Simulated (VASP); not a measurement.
# TiC (Fm-3m) in VASP: further runs

The runs below take TiC through single point, relaxation of cell and atoms, with LDA.

All numbers are computed with VASP 6.6.1; they aren't measurements. Logs are shortened: lines on timing, memory, paths and dates and some standing lists are left out, and cuts for length are marked.

## Step 1: The cell of the first run

Symmetry: Fm-3m, No. 225, cubic system. Conventional cell: a = 4.261 Å, b = 4.261 Å, c = 4.261 Å, α = 90.00°, β = 90.00°, γ = 90.00°. Ti (site symmetry m-3m) has 6 C at 2.13 Å within 2.8 Å. C (site symmetry m-3m) has 6 Ti at 2.13 Å within 2.8 Å.

## Step 2: Single point, LDA

Contents of INCAR:

```
SYSTEM = TiC
  ALGO = Normal
  EDIFF = 1E-6
  ENCUT = 520
  GGA = CA
  ISIF = 2
  ISMEAR = 0
  LASPH = .TRUE.
  LCHARG = .FALSE.
  LREAL = .FALSE.
  LWAVE = .FALSE.
  NBANDS = 15
  NELM = 80
  PREC = Accurate
  SIGMA = 0.1
```

Contents of KPOINTS:

```
k-points
0
G
  16 16 16
  0 0 0
```

Contents of POSCAR:

```
TiC
1.0
    0.0000000000      2.1304114056      2.1304114056
    2.1304114056      0.0000000000      2.1304114056
    2.1304114056      2.1304114056      0.0000000000
Ti C
1 1
Direct
    0.0000000000      0.0000000000      0.0000000000
    0.5000000000      0.5000000000      0.5000000000
```

Potentials or basis: VASP PAW LDA potentials, release 64 (Ti_sv, C).

Run with:

```
cat potpaw_LDA.64/Ti_sv/POTCAR potpaw_LDA.64/C/POTCAR > POTCAR
mpirun -np 1 vasp_std > vasp.out
```

OUTCAR:

```text
SYSTEM = TiC
   EDIFF = 1E-6
   ENCUT = 520
   GGA = CA
   ISIF = 2
   ISMEAR = 0
   LASPH = .TRUE.
   LREAL = .FALSE.
   NELM = 80
   PREC = Accurate

 ion  position               nearest neighbor table
   1  0.000  0.000  0.000-   2 2.13   2 2.13   2 2.13   2 2.13   2 2.13   2 2.13
   2  0.500  0.500  0.500-   1 2.13   1 2.13   1 2.13   1 2.13   1 2.13   1 2.13

  LATTYP: Found a face centered cubic cell.
 ALAT       =     4.2608228112

  Lattice vectors:

 A1 = (   0.0000000000,   2.1304114056,   2.1304114056)
 A2 = (   2.1304114056,   0.0000000000,   2.1304114056)
 A3 = (   2.1304114056,   2.1304114056,   0.0000000000)

Analysis of symmetry for initial positions (statically):
=====================================================================
 Subroutine PRICEL returns:
 Original cell was already a primitive cell.

 Routine SETGRP: Setting up the symmetry group for a
 face centered cubic supercell.

 Subroutine GETGRP returns: Found 48 space group operations
 (whereof 48 operations were pure point group operations)
 out of a pool of 48 trial point group operations.

The static configuration has the point symmetry O_h .

Analysis of symmetry for dynamics (positions and initial velocities):
=====================================================================
 Subroutine PRICEL returns:
 Original cell was already a primitive cell.

 Routine SETGRP: Setting up the symmetry group for a
 face centered cubic supercell.

 Subroutine GETGRP returns: Found 48 space group operations
 (whereof 48 operations were pure point group operations)
 out of a pool of 48 trial point group operations.

The dynamic configuration has the point symmetry O_h .

 Subroutine INISYM returns: Found 48 space group operations
 (whereof 48 operations are pure point group operations),
 and found     1 'primitive' translations

----------------------------------------------------------------------------------------

                                     Primitive cell

  volume of cell :      19.3384

  direct lattice vectors                    reciprocal lattice vectors
     0.000000000  2.130411406  2.130411406    -0.234696453  0.234696453  0.234696453
     2.130411406  0.000000000  2.130411406     0.234696453 -0.234696453  0.234696453
     2.130411406  2.130411406  0.000000000     0.234696453  0.234696453 -0.234696453

  length of vectors
     3.012856703  3.012856703  3.012856703     0.406506181  0.406506181  0.406506181

  position of ions in fractional coordinates (direct lattice)
     0.000000000  0.000000000  0.000000000
     0.500000000  0.500000000  0.500000000

  ion indices of the primitive-cell ions
   primitive index   ion index
                 1           1
                 2           2

----------------------------------------------------------------------------------------

 KPOINTS: k-points

Automatic generation of k-mesh.
 Grid dimensions read from file:
 generate k-points for:   16   16   16

 Generating k-lattice:

  Cartesian coordinates                     Fractional coordinates (reciprocal lattice)
    -0.014668528  0.014668528  0.014668528     0.062500000  0.000000000  0.000000000
     0.014668528 -0.014668528  0.014668528     0.000000000  0.062500000  0.000000000
     0.014668528  0.014668528 -0.014668528     0.000000000  0.000000000  0.062500000

  Length of vectors
     0.025406636  0.025406636  0.025406636

  Shift w.r.t. Gamma in fractional coordinates (k-lattice)
     0.000000000  0.000000000  0.000000000

 Subroutine IBZKPT returns following result:
 ===========================================

 Found    145 irreducible k-points:

 Following reciprocal coordinates:
            Coordinates               Weight
  0.000000  0.000000  0.000000      1.000000
  0.062500  0.000000  0.000000      8.000000
  0.125000  0.000000  0.000000      8.000000
  0.187500  0.000000  0.000000      8.000000
  0.250000  0.000000  0.000000      8.000000
  0.312500  0.000000  0.000000      8.000000
[... 16 lines left out ...]
 -0.125000  0.062500  0.000000     24.000000
 -0.062500  0.062500  0.000000     12.000000
 [... further k-points ...]
   k-points           NKPTS =    145   k-points in BZ     NKDIM =    145   number of bands    NBANDS=     15
   number of dos      NEDOS =    301   number of ions     NIONS =      2
   total plane-waves  NPLWV =  13824
   dimension x,y,z NGX =    24 NGY =   24 NGZ =   24
   dimension x,y,z NGXF=    48 NGYF=   48 NGZF=   48
   ions per type =               1   1
   NGX,Y,Z   is equivalent  to a cutoff of  13.24, 13.24, 13.24 a.u.
   NGXF,Y,Z  is equivalent  to a cutoff of  26.49, 26.49, 26.49 a.u.
 SYSTEM =  TiC
   PREC   = accura    normal or accurate (medium, high low for compatibility)
   ISTART =      0    job   : 0-new  1-cont  2-samecut
   ICHARG =      2    charge: 1-file 2-atom 10-const
   ISPIN  =      1    spin polarized calculation?
   LNONCOLLINEAR =      F non collinear calculations
   LSORBIT =      F    spin-orbit coupling
   LASPH  =      T    aspherical Exc in radial PAW
   ENCUT  =  520.0 eV  38.22 Ry    6.18 a.u.   5.60  5.60  5.60*2*pi/ulx,y,z
   NELM   =     80;   NELMIN=  2; NELMDL= -5     # of ELM steps
   EDIFF  = 0.1E-05   stopping-criterion for ELM
   LREAL  =      F    real-space projection
   EDIFFG = 0.1E-04   stopping-criterion for IOM
   NSW    =      0    number of steps for IOM
   IBRION =     -1    ionic relax: 0-MD 1-quasi-New 2-CG
   NFREE  =      0    steps in history (QN), initial steepest desc. (CG)
   ISIF   =      2    stress and relaxation
   ISYM   =      2    0-nonsym 1-usesym 2-fastsym
   POTIM  = 0.5000    time-step for ionic-motion
   TEBEG  =    0.0;   TEEND  =   0.0 temperature during run
   PSTRESS=    0.0 pullay stress
   NELECT =      16.0000    total number of electrons
   NUPDOWN=      -1.0000    fix difference up-down
   EMIN   =  10.00;   EMAX   =-10.00  energy-range for DOS
   EFERMI =   0.00;   METHOD = LEGACY
   ISMEAR =     0;   SIGMA  =   0.10  broadening in eV -4-tet -1-fermi 0-gaus
   EFERMI_NEDOS =   21; number of points for ismear=-14 and -15
   IALGO  =     38    algorithm
   IMIX   =      4    mixing-type and parameters
     AMIX     =   0.40;   BMIX     =  1.00
     AMIX_MAG =   1.60;   BMIX_MAG =  1.00
  volume/ion in A,a.u.               =       9.67        65.25
  Fermi-wavevector in a.u.,A,eV,Ry     =   1.536885  2.904291 32.137168  2.362015
  Thomas-Fermi vector in A             =   2.643471
   LORBIT       =      0    0 simple, 1 ext, 2 COOP (PROOUT), +10 PAW based schemes
   GGA     = CA    functional components
   LHFCALC =     F    Hartree Fock is set to
   AEXX    =    0.0000 exact exchange contribution
   IVDW    =     0    specifies the selected vdW correction
   LEPSILON=     F    determine dielectric tensor
   LRPA    =     F    only Hartree local field effects (RPA)
 non-spin polarized calculation
 Gauss-broadening in eV      SIGMA  =   0.10
  energy-cutoff  :      520.00
  volume of cell :       19.34
 maximum number of plane-waves:       544
   NGX = 11   NGY = 11   NGZ = 11

 number of electron      16.0000003 magnetization

 Free energy of the ion-electron system (eV)
  ---------------------------------------------------
  ext. energy  EPLUGINS =         0.00000000
  ---------------------------------------------------
  free energy    TOTEN  =       -20.53913124 eV

  energy without entropy =      -20.53729414  energy(sigma->0) =      -20.53821269

 E-fermi :   9.8117     XC(G=0): -13.2318

 val. band max:        9.7951616106   @ k =   0.1250   0.0625   0.0000
 cond. band min:       9.8641987195   @ k =   0.5000   0.5000   0.0000
 fundamental gap:      0.0690371089
 Fermi energy:         9.8117382082

 k-point     1 :       0.0000    0.0000    0.0000
  band No.  band energies     occupation
      1     -45.9114      2.00000
      2     -22.2875      2.00000
      3     -22.2875      2.00000
      4     -22.2875      2.00000
      5      -2.6064      2.00000
      6      10.4744      0.00000
      7      10.4744      0.00000
      8      10.4744      0.00000
      9      11.5791      0.00000
     10      11.5791      0.00000
     11      11.5791      0.00000
     12      11.6459      0.00000
     13      11.6459      0.00000
     14      21.1761      0.00000
     15      24.0729      0.00000

 k-point     2 :       0.0625    0.0000    0.0000
  band No.  band energies     occupation
      1     -45.9078      2.00000
      2     -22.3121      2.00000
      3     -22.2898      2.00000
      4     -22.2898      2.00000
      5      -2.5114      2.00000
      6      10.0289      0.00213
      7      10.2875      0.00000
      8      10.2875      0.00000
      9      10.8766      0.00000
     10      10.8766      0.00000
     11      11.8264      0.00000
     12      12.6744      0.00000
     13      12.6744      0.00000
     14      21.3236      0.00000
     15      24.1374      0.00000

 k-point     3 :       0.1250    0.0000    0.0000
  band No.  band energies     occupation
      1     -45.8973      2.00000
      2     -22.3816      2.00000
      3     -22.2961      2.00000
      4     -22.2961      2.00000
      5      -2.2328      2.00000
      6       9.1408      2.00000
      7       9.5087      1.99998
      8       9.5087      1.99998
      9      10.9371      0.00000
     10      10.9371      0.00000
     11      12.1815      0.00000
     12      13.7975      0.00000
     13      13.7975      0.00000
     14      21.6749      0.00000
     15      24.2369      0.00000
[... 343 lines left out ...]
 k-point    23 :      -0.1250    0.0625    0.0000
  band No.  band energies     occupation
      1     -45.8897      2.00000
      2     -22.4218      2.00000
      3     -22.3189      2.00000
      4     -22.2927      2.00000
      5      -2.0255      2.00000
      6       8.6571      2.00000
      7       8.9800      2.00000
      8       9.1711      2.00000
      9      10.8067      0.00000
     10      11.4235      0.00000
     11      12.5032      0.00000
     12      13.6540      0.00000
     13      14.8219      0.00000
     14      21.9086      0.00000
     15      24.2650      0.00000

 k-point    24 :      -0.0625    0.0625    0.0000
  band No.  band energies     occupation
      1     -45.9018      2.00000
      2     -22.3460      2.00000
      3     -22.3036      2.00000
      4     -22.2888      2.00000
      5      -2.3562      2.00000
      6       9.5795      1.99898
      7       9.7396      1.69269
      8       9.7881      1.26151
      9      10.5933      0.00000
     10      11.2497      0.00000
     11      12.1834      0.00000
     12      12.8194      0.00000
     13      13.7175      0.00000
     14      21.5496      0.00000
     15      24.2147      0.00000

 [... further k-points ...]

------------------------ aborting loop because EDIFF is reached ----------------------------------------

  FORCE on cell =-STRESS in cart. coord.  units (eV):
  Direction    XX          YY          ZZ          XY          YZ          ZX
  --------------------------------------------------------------------------------------
  -------------------------------------------------------------------------------------
  Total        0.0847874      0.0847874      0.0847874     -0.0000000      0.0000000      0.0000000
  in kB        7.0246002      7.0246002      7.0246002     -0.0000000      0.0000000      0.0000000
  external PRESSURE =       7.0246002 kB  Pullay stress =       0.0000000 kB

 VOLUME and BASIS-vectors are now :
 -----------------------------------------------------------------------------
  energy-cutoff  :      520.00
  volume of cell :       19.34
      direct lattice vectors                 reciprocal lattice vectors
     0.000000000  2.130411406  2.130411406    -0.234696453  0.234696453  0.234696453
     2.130411406  0.000000000  2.130411406     0.234696453 -0.234696453  0.234696453
     2.130411406  2.130411406  0.000000000     0.234696453  0.234696453 -0.234696453

 POSITION                                       TOTAL-FORCE (eV/Angst)
 -----------------------------------------------------------------------------------
      0.00000      0.00000      0.00000        -0.000000      0.000000     -0.000000
      2.13041      2.13041      2.13041         0.000000     -0.000000      0.000000
 -----------------------------------------------------------------------------------
    total drift:                                0.000000     -0.000000     -0.000000

  FREE ENERGIE OF THE ION-ELECTRON SYSTEM (eV)
  ---------------------------------------------------
  free  energy   TOTEN  =       -20.5391312434 eV

  energy  without entropy=      -20.5372941449  energy(sigma->0) =      -20.53821269
```

It took 23 s on 1 thread of Intel Xeon Platinum 8488C (Sapphire Rapids), shared host; peak memory 0.16 GiB.

Results:

```yaml
Free_energy: -20.5391 eV
Pressure: 0.7 GPa
Band_gap_on_the_k_mesh: zero (band 8 reaches 10.47 eV, above the bottom of band 9 at 9.41 eV)
```

Levels at points of the mesh, in eV from the Fermi level:
```tsv
k point	band 5	band 6	band 7	band 8	band 9	band 10	band 11	band 12
(0.00, 0.00, 0.00)	-12.42	0.66	0.66	0.66	1.77	1.77	1.77	1.83
(0.50, 0.00, 0.00)	-8.64	-6.03	-3.04	-3.04	3.09	3.09	4.37	8.57
(0.50, 0.50, 0.00)	-10.11	-3.38	-1.81	0.05	0.05	2.92	3.73	3.73
```

[end of part 1 of 2]
